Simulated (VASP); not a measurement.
# HfO2: relaxation of cell and atoms with PBE

HfO2:

```
Hf O
1.0
     3.58153    0.00000    0.00000
     0.00000    3.58153    0.00000
     0.00000    0.00000    5.23070
Hf O
2 4
Direct
  0.50000 0.50000 0.50000
  0.00000 0.00000 0.00000
  0.00000 0.50000 0.69325
  0.50000 0.00000 0.80675
  0.50000 0.00000 0.30675
  0.00000 0.50000 0.19325
```

| Quantity | Value |
| --- | --- |
| Program | VASP 6.6.1 |
| Task | relaxation of cell and atoms |
| Functional | PBE |
| Potentials or basis | VASP PAW PBE potentials, release 64 (Hf_pv, O) |
| Cutoff | 600 eV |
| k mesh | 6 × 6 × 4 |
| Occupations | gaussian, width 0.02 eV |
| Spin | no spin polarisation |
| Target pressure | 2 GPa |
| Dipole correction | no |
| Further INCAR settings | ALGO = Normal; EDIFF = 1e-06; IBRION = 2; EDIFFG = -0.008; NSW = 70; ISIF = 3 |

* Relaxed volume: 11.09 Å³/atom
* Relaxed cell: a = 3.578 Å, b = 3.578 Å, c = 5.198 Å, α = 90.00°, β = 90.00°, γ = 90.00°
* Space group after relaxing (to 0.1 Å): P4_2/nmc (No. 137)
* Energy change on relaxing (the run minimises the enthalpy): +0.4 meV/atom
* Ionic steps: 9
* Pressure after relaxing: 2.0 GPa
* Largest force after relaxing: 0.005 eV/Å
* Band gap on the k mesh: 4.69 eV (least direct gap 4.77 eV)

Forces in eV/Å, atoms in the order of the input:
```
Hf   0.000  0.000  0.000
Hf   0.000  0.000  0.000
O    0.000  0.000  0.005
O    0.000  0.000 -0.005
O    0.000  0.000 -0.005
O    0.000  0.000  0.005
```

Stress tensor (GPa, compression positive):
```
2.05 0.00 0.00
0.00 2.05 0.00
0.00 0.00 1.94
```

The path:
```csv
step,energy change (eV),largest force (eV/Å),pressure (GPa),volume (Å³)
1,0.0000,0.0613,1.18,67.10
2,0.0061,0.0991,2.90,66.54
3,0.0031,0.0852,2.41,66.75
4,0.0024,0.0668,2.26,66.67
5,0.0029,0.0355,2.15,66.53
6,0.0014,0.0095,1.65,66.62
7,0.0016,0.0033,1.78,66.60
8,0.0037,0.0072,2.30,66.43
9,0.0023,0.0049,2.01,66.53
```

Final structure:
```
Hf O
1.0
     3.57772    0.00000    0.00000
     0.00000    3.57772    0.00000
     0.00000    0.00000    5.19788
Hf O
2 4
Direct
  0.50000 0.50000 0.50000
  0.00000 0.00000 0.00000
  0.00000 0.50000 0.69733
  0.50000 0.00000 0.80267
  0.50000 0.00000 0.30267
  0.00000 0.50000 0.19733
```

Levels at points of the mesh, in eV from the valence-band top:
```csv
k point,band 20,band 21,band 22,band 23,band 24,band 25
"(0.00, 0.00, 0.00)",-0.13,-0.08,-0.08,4.69,4.70,5.90
"(0.50, 0.00, 0.00)",-1.42,-0.14,-0.14,5.09,5.09,6.09
"(0.50, 0.50, 0.00)",-0.78,-0.54,-0.54,5.71,5.71,6.07
"(0.00, 0.00, 0.50)",-0.64,0.00,0.00,5.34,5.34,5.63
"(0.50, 0.00, 0.50)",-1.38,-0.95,-0.95,5.22,5.22,5.58
"(0.50, 0.50, 0.50)",-1.40,-0.06,-0.06,5.90,5.90,6.24
```

It took 9.5 min on 1 thread of AMD EPYC 7R43 64-Core Processor (Zen 3), with other jobs on the host, peak memory 0.19 GiB.

Caveat: the cell is relaxed towards a set pressure, so the run minimises the enthalpy, not the energy; spin-orbit coupling is left out, which moves the levels of the heavy elements. A k mesh can miss the band edges.
